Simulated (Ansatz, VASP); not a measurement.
# One calculation of SiO2, two programs

Contents of INCAR:

```
SYSTEM = SiO2
ALGO = Normal ; EDIFF = 1E-6
ENCUT = 520 ; ISIF = 2
ISMEAR = 0 ; LASPH = .TRUE.
LCHARG = .FALSE. ; LREAL = .FALSE.
LWAVE = .FALSE. ; NBANDS = 34
NELM = 60 ; PREC = Accurate
SIGMA = 0.05
```

The input KPOINTS:

```
k-points
0
G
  6 6 4
  0 0 0
```

The input POSCAR:

```
SiO2
1.0
    5.0386983903      0.0000000000      0.0000000000
   -2.5193491952      4.3636408080      0.0000000000
    0.0000000000      0.0000000000      5.3591093439
Si O
3 6
Direct
    0.0000000000      0.5000000000      0.3333333333
    0.5000000000      0.5000000000      0.6666666667
    0.5000000000      0.0000000000      0.0000000000
    0.5843949021      0.7921974511      0.8333333333
    0.7921974511      0.5843949021      0.5000000000
    0.7921974511      0.2078025489      0.1666666667
    0.4156050979      0.2078025489      0.8333333333
    0.2078025489      0.4156050979      0.5000000000
    0.2078025489      0.7921974511      0.1666666667
```

Input for Ansatz:

```yaml
crystal:
  lattice:
    - [5.0386983903, 0.0, 0.0]
    - [-2.5193491952, 4.363640808, 0.0]
    - [0.0, 0.0, 5.3591093439]
  atoms:
    - { symbol: Si, position: [0.0, 0.5, 0.3333333333] }
    - { symbol: Si, position: [0.5, 0.5, 0.6666666667] }
    - { symbol: Si, position: [0.5, 0.0, 0.0] }
    - { symbol: O, position: [0.5843949021, 0.7921974511, 0.8333333333] }
    - { symbol: O, position: [0.7921974511, 0.5843949021, 0.5] }
    - { symbol: O, position: [0.7921974511, 0.2078025489, 0.1666666667] }
    - { symbol: O, position: [0.4156050979, 0.2078025489, 0.8333333333] }
    - { symbol: O, position: [0.2078025489, 0.4156050979, 0.5] }
    - { symbol: O, position: [0.2078025489, 0.7921974511, 0.1666666667] }
basis:
  ecutwfc: 420
kpoints:
  mp_grid: { grid: [6, 6, 4] }
hamiltonian:
  xc: lda
scf:
  occupations: { method: gaussian, width: 0.05 }
output:
  forces: true
  stress: true
  eigenvalues: true
```

Change from the starting cell: strain +0.000 along x and y, -0.030 along z, atoms carried along.

Alike in both runs: task single point; functional LDA; k mesh 6 × 6 × 4; occupations gaussian, width 0.05 eV; no spin polarisation.

|  | VASP | Ansatz |
| --- | --- | --- |
| version | VASP 6.6.1 | Ansatz 0.2.0 |
| potentials or method | VASP PAW LDA potentials, release 64 (Si, O), cutoff 520 eV | scalar-relativistic, plane waves, PAW |
| valence electrons in the cell | 48 | 48 |

VASP gave:

```
gap on the k mesh at the Fermi level (eV)                     : 5.62
least direct gap on the mesh (eV)                             : 5.90
pressure (GPa)                                                : 6.7
traceless stress, the component that is largest in VASP (GPa) : 1.26
rms of the force components (eV/Å)                            : 0.107
```

Question: Estimate Ansatz's values.

Answer: gap on the k mesh at the Fermi level (eV): 5.63; least direct gap on the mesh (eV): 5.90; pressure (GPa): 6.0; traceless stress, the component that is largest in VASP (GPa): 1.24; rms of the force components (eV/Å): 0.103.

LDA's correlation is that of Perdew and Zunger in VASP and of Perdew and Wang (1992) in Ansatz. Atom by atom the forces differ by 0.003 eV/Å (rms over components).
